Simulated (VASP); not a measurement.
Wanted: the native input for a VASP 6.6.1 run.

| Quantity | Value |
| --- | --- |
| Task | relaxation of cell and atoms |
| Functional | PBE |
| Potentials or basis | VASP PAW PBE potentials, release 64 (Co, Si) |
| Cutoff | 600 eV |
| k mesh | 5 × 5 × 3 |
| Occupations | gaussian, width 0.2 eV |
| Spin | collinear spin, ferromagnetic start |
| Starting moments | [3.0, 3.0, 3.0, 3.0, 0.0, 0.0] μB |
| Dipole correction | no |
| Further INCAR settings | ALGO = Normal; EDIFF = 1e-06; IBRION = 2; EDIFFG = -0.08; NSW = 36; ISIF = 3 |

The structure of Co2Si lies in POSCAR:

```
Co2Si
1.0
    3.5000000000      0.0000000000      0.0000000000
    0.0000000000      3.5000000000      0.0000000000
    0.0000000000      0.0000000000      5.6300000000
Co Si
4 2
Direct
    0.0000000000      0.5000000000      0.3300000000
    0.5000000000      0.0000000000      0.6700000000
    0.5000000000      0.5000000000      0.0000000000
    0.0000000000      0.0000000000      0.0000000000
    0.0000000000      0.5000000000      0.7350000000
    0.5000000000      0.0000000000      0.2650000000
```

One way to write it, as run:

INCAR

```
PREC     = Accurate       # precision mode
ENCUT    = 600            # plane-wave cutoff, eV
EDIFF    = 1E-6           # SCF threshold, eV
ISMEAR   = 0              # smearing method
SIGMA    = 0.2            # smearing width, eV
LREAL    = False          # projectors in reciprocal space
LASPH    = True           # aspherical terms in the spheres
NELM     = 150            # most SCF steps
ALGO     = Normal         # electronic algorithm
ISIF     = 3              # what is computed and relaxed
LWAVE    = False          # write WAVECAR
LCHARG   = False          # write CHGCAR
ISPIN    = 2              # spin polarisation
MAGMOM   = 3 3 3 3 0 0    # initial moments
LORBIT   = 11             # projections on sites
LMAXMIX  = 4              # l up to which the mixer works
GGA      = PE             # functional
IBRION   = 2              # ionic algorithm
NSW      = 36             # ionic steps
EDIFFG   = -0.08          # ionic threshold
```

KPOINTS

```
Automatic mesh
0
Gamma
  5 5 3
```

Potentials or basis: VASP PAW PBE potentials, release 64 (Co, Si).

Run with:

```bash
$ cat potpaw_PBE.64/Co/POTCAR potpaw_PBE.64/Si/POTCAR > POTCAR
$ mpirun -np 1 vasp_std > vasp.out
```

It gave:

```yaml
Relaxed_volume: 11.40 Å³/atom
Relaxed_cell: a = 3.442 Å, b = 3.442 Å, c = 5.773 Å, α = 90.00°, β = 90.00°, γ = 90.00°
Space_group_after_relaxing_to_0.05_Å: P4/nmm (No. 129)
Energy_gained_by_relaxing: 11.8 meV/atom
Ionic_steps: 6
Pressure_after_relaxing: 0.1 GPa
Largest_force_after_relaxing: 0.071 eV/Å
Net_moment: 3.20 μB per cell
Site_moments: Co +0.88, +0.81; Si -0.04 μB
Valence_electrons_inside_the_program's_atomic_spheres: Co 8.27, 8.58; Si 1.67
```

Caveat: the k points lie up to 0.37 Å⁻¹ apart in the final cell; the relaxation stopped at a loose force limit of 0.08 eV/Å, so its end isn't a converged minimum.

Run time: 3.4 min on 1 thread of AMD EPYC 9R45 96-Core Processor (Zen 5), with other jobs on the host, peak memory 0.21 GiB.
